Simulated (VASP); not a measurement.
Crystal: Te.

```
Te
1.0
     4.35976    0.00000    0.00000
    -2.17988    3.77566    0.00000
     0.00000    0.00000    4.89642
Te
2
Direct
  0.66667 0.33333 0.15077
  0.33333 0.66667 0.84923
```

| Property | Result |
| --- | --- |
| Program | VASP 6.6.1 |
| Task | relaxation of cell and atoms |
| Functional | PBE |
| Dispersion | D3(BJ) |
| Potentials or basis | VASP PAW PBE potentials, release 64 (Te) |
| Cutoff | 600 eV |
| k mesh | 6 × 6 × 4 |
| Occupations | gaussian, width 0.1 eV |
| Spin | no spin polarisation |

At the start: pressure 0.1 GPa; volume 40.30 Å³/atom.

How do energy, volume and symmetry change on relaxing?

Over 33 steps the energy falls by 496.2 meV/atom and the volume is 28.70 Å³/atom (-28.8 %); space group P6_3/mmc (No. 194, to 0.05 Å).

The path:
| step | energy change (eV) | largest force (eV/Å) | pressure (GPa) | volume (Å³) |
| --- | --- | --- | --- | --- |
| 1 | 0.0000 | 0.5260 | 0.09 | 80.60 |
| 2 | -0.0717 | 0.2462 | -1.02 | 80.81 |
| 3 | -0.1914 | 0.0497 | -3.41 | 80.75 |
| 4 | -0.2282 | 0.0630 | -3.23 | 79.17 |
| 5 | -0.3280 | 0.3813 | -2.49 | 74.43 |
| 6 | -0.3732 | 0.5664 | 2.17 | 64.84 |
| 7 | -0.4055 | 0.5481 | -1.00 | 69.95 |
| 8 | -0.4158 | 0.5853 | 0.30 | 67.40 |
| 9 | -0.4175 | 0.5795 | -0.03 | 67.95 |
| 10 | -0.4336 | 0.5026 | 0.18 | 67.19 |
| 11 | -0.4587 | 0.3525 | 0.96 | 64.93 |
| 12 | -0.4929 | 0.3021 | 0.08 | 65.42 |
| 13 | -0.5506 | 0.2850 | -0.98 | 66.60 |
| 14 | -0.5762 | 0.1305 | -2.38 | 68.69 |
| 15 | -0.6192 | 0.3774 | -1.85 | 67.43 |
| 16 | -0.6599 | 1.3697 | 0.45 | 63.45 |
| 17 | -0.6679 | 0.9845 | -0.59 | 64.96 |
| 18 | -0.7402 | 1.2000 | -0.36 | 63.27 |
| 19 | -0.8354 | 1.2233 | 0.47 | 59.93 |
| 20 | -0.7276 | 1.0985 | 5.29 | 52.57 |
| 21 | -0.8552 | 1.1787 | 1.29 | 57.99 |
| 22 | -0.9145 | 0.4878 | -1.13 | 58.82 |
| 23 | -0.9173 | 0.4088 | -1.59 | 59.02 |
| 24 | -0.9528 | 0.3482 | -0.35 | 57.48 |
| 25 | -0.9644 | 0.2323 | 0.88 | 56.30 |
| 26 | -0.9649 | 0.2205 | 1.21 | 56.01 |
| 27 | -0.9800 | 0.1504 | 0.36 | 56.74 |
| 28 | -0.9851 | 0.1896 | -0.72 | 58.23 |
| 29 | -0.9887 | 0.0637 | -0.40 | 57.65 |
| 30 | -0.9880 | 0.1857 | 0.27 | 57.58 |
| 31 | -0.9907 | 0.1202 | -0.10 | 57.62 |
| 32 | -0.9921 | 0.0564 | 0.07 | 57.48 |
| 33 | -0.9923 | 0.0124 | 0.19 | 57.39 |

Final structure:
```yaml
crystal:
  lattice:
    - [3.83965, 0.00000, 0.00000]
    - [-1.91983, 3.32524, 0.00000]
    - [0.00000, 0.00000, 4.49503]
  atoms:
    - { symbol: Te, position: [0.66667, 0.33333, 0.24973] }
    - { symbol: Te, position: [0.33333, 0.66667, 0.75027] }
```

Caveat: the volume moved by over 15 % at a fixed basis, so the end points are rough.
